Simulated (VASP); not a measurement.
# Ti3CN3: single point with PBE

Ti3CN3, a slab with vacuum:

```
CELL_PARAMETERS angstrom
3.00286 0.00000 0.00000
0.00000 3.00286 0.00000
0.00000 0.00000 19.75849
ATOMIC_POSITIONS crystal
Ti 0.50000 0.50000 0.20244
Ti 0.00000 0.00000 0.30725
Ti 0.50000 0.50000 0.40768
N 0.00000 0.00000 0.20244
N 0.50000 0.50000 0.30557
N 0.00000 0.00000 0.41797
C 0.50000 0.50000 0.51781
```

```json
{"Program": "VASP 6.6.1", "Task": "single point", "Functional": "PBE", "Potentials or basis": "VASP PAW PBE potentials, release 64 (Ti_sv, N, C)", "Cutoff": "520 eV", "k mesh": "9 × 9 × 1", "Occupations": "gaussian, width 0.1 eV", "Spin": "no spin polarisation", "Dipole correction": "yes", "Further INCAR settings": "ALGO = Normal; EDIFF = 1e-07; NBANDS = 36"}
```

* Largest force: 2.740 eV/Å

Forces on the atoms (eV/Å):
```
Ti   0.000  0.000  1.324
Ti   0.000  0.000 -0.089
Ti   0.000  0.000  2.740
N    0.000  0.000 -1.577
N    0.000  0.000 -0.740
N    0.000  0.000 -1.664
C    0.000  0.000  0.006
```

Levels at points of the mesh, in eV from the Fermi level:
| k point | band 25 | band 26 | band 27 | band 28 | band 29 | band 30 |
| --- | --- | --- | --- | --- | --- | --- |
| (0.00, 0.00, 0.00) | -1.70 | -1.70 | -1.54 | -0.62 | -0.49 | 0.16 |

It took 100 s on 1 thread of Intel(R) Xeon(R) 6975P-C (Granite Rapids), on a shared host, peak memory 0.31 GiB.
